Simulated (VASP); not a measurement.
Input of a VASP 6.6.1 run:

Contents of INCAR:

```
ALGO = Normal ; EDIFF = 1E-6
ENCUT = 520 ; GGA = PE
ISIF = 2 ; ISMEAR = 0
LASPH = T ; LCHARG = F
LREAL = F ; LWAVE = F
NBANDS = 16 ; NELM = 60
PREC = Accurate ; SIGMA = 0.02
```

File KPOINTS:

```
k-points
0
Gamma
  12 12 6
```

The input POSCAR:

```
SiC
1.0
    3.1575429189      0.0000000000     -0.0056598367
   -1.5787714594      2.6994022770      0.0028299183
   -0.0092883200      0.0000000000      5.2002476800
Si C
2 2
Direct
    0.4167639486      0.7810942651     -0.0182334898
    0.6356696836      0.2189057349      0.4817665102
    0.3157846904      0.6840030131      0.4032334898
    0.6317816774      0.3159969869      0.9032334898
```

Potentials or basis: VASP PAW PBE potentials, release 64 (Si, C).

Launch:

```sh
$ cat potpaw_PBE.64/Si/POTCAR potpaw_PBE.64/C/POTCAR > POTCAR
$ mpirun -np 1 vasp_std > vasp.out
```

Q: Estimate the pressure.

A: 25.1 GPa.

Q: Predict the band gap on the k mesh.

A: 1.02 eV (least direct gap 2.82 eV).

Q: Estimate the largest force.

A: 15.026 eV/Å.

Stress tensor (GPa, compression positive):
```
-15.65   0.00   6.52
  0.00  94.43   0.00
  6.52   0.00  -3.54
```

Caveat: the cell differs from its parent crystal (strained and its atoms moved); the stress differs along the axes, from -16 to 94 GPa; forces of over 1 eV/Å act on the atoms, so gaps and moduli don't describe the material at rest. A k mesh can miss the band edges.
